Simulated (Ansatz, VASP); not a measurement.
## Two plane-wave programs on ZnPtC6N6

```
CELL_PARAMETERS angstrom
0.00000 5.25930 5.25930
5.25930 0.00000 5.25930
5.25930 5.25930 0.00000
ATOMIC_POSITIONS crystal
Zn 0.50000 0.50000 0.50000
Pt 0.00000 0.00000 0.00000
C 0.19310 0.19310 0.80690
C 0.80690 0.80690 0.19310
C 0.80690 0.19310 0.19310
C 0.19310 0.80690 0.80690
C 0.19310 0.80690 0.19310
C 0.80690 0.19310 0.80690
N 0.29670 0.29670 0.70330
N 0.70330 0.70330 0.29670
N 0.70330 0.29670 0.29670
N 0.29670 0.70330 0.70330
N 0.29670 0.70330 0.29670
N 0.70330 0.29670 0.70330
```

Alike in both runs: task electric field gradients; functional PBE; k mesh 6 × 6 × 6; occupations fermi-dirac, width 0.05 eV; no spin polarisation.

```csv
,VASP,Ansatz
version,VASP 6.6.1,Ansatz 0.2.0
potentials or method,"VASP PAW PBE potentials, release 64 (Zn, Pt, C, N)","plane-wave PAW, scalar-relativistic"
plane-wave cutoff (eV),520,420
valence electrons in the cell,76,84
```

|  | VASP | Ansatz | Ansatz less VASP |
| --- | --- | --- | --- |
| gap on the k mesh at the Fermi level (eV) | 5.08 | 5.14 | +0.064 |
| pressure (GPa) | 12.7 | 11.6 | -1.06 |
| rms of the force components (eV/Å) | 5.907 | 5.337 | -0.5704 |
| size of Vzz on the site where it differs most (V/Å²) | 87.4 | 71.0 | -16.39 |

Atom by atom the forces differ by 0.570 eV/Å (rms over components). With one functional, cell and mesh, what is left measures potentials, basis and numerics. VASP's potentials hold 76 valence electrons a cell and Ansatz's 84, so a difference there can come from the potentials and not from the codes.

Spin-orbit coupling is off throughout. Noted on VASP's run: the standard files for N, O and F lose accuracy on very short bonds.
